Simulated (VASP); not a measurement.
PtSe2, 3 atoms in the cell. Symmetry: P-3m1, No. 164, trigonal system. Conventional cell: a = 3.712 Å, b = 3.712 Å, c = 6.254 Å, α = 90.00°, β = 90.00°, γ = 120.00°. Within 3.3 Å of Pt (site symmetry -3m) lie 6 Se at 2.50 Å. Se (site symmetry 3m) has 3 Pt at 2.50 Å within 3.3 Å.  This cell differs from its parent crystal: volume scaled by 0.94.

* Program: VASP 6.6.1
* Task: relaxation of shape and atoms at fixed volume
* Functional: PBE
* Potentials or basis: VASP PAW PBE potentials, release 64 (Pt, Se)
* Cutoff: 600 eV
* k mesh: 12 × 12 × 4
* Occupations: gaussian, width 0.02 eV
* Spin: no spin polarisation
* Dipole correction: no
* Further INCAR settings: ALGO = Normal; EDIFF = 1e-06; IBRION = 2; EDIFFG = -0.01; NSW = 50; ISIF = 4

Potentials or basis: VASP PAW PBE potentials, release 64 (Pt, Se).

Run with:

```bash
$ cat potpaw_PBE.64/Pt/POTCAR potpaw_PBE.64/Se/POTCAR > POTCAR
$ mpirun -np 1 vasp_std > vasp.out
```

Hardware: 1 thread of AMD EPYC 7R43 64-Core Processor (Zen 3), on a shared host.

Q: Estimate the wall time of this run.

A: It took 3.8 min on 1 thread of AMD EPYC 7R43 64-Core Processor (Zen 3) (shared host), peak memory 0.25 GiB. Counts: scf iterations 45, k points 69, ion steps 6.
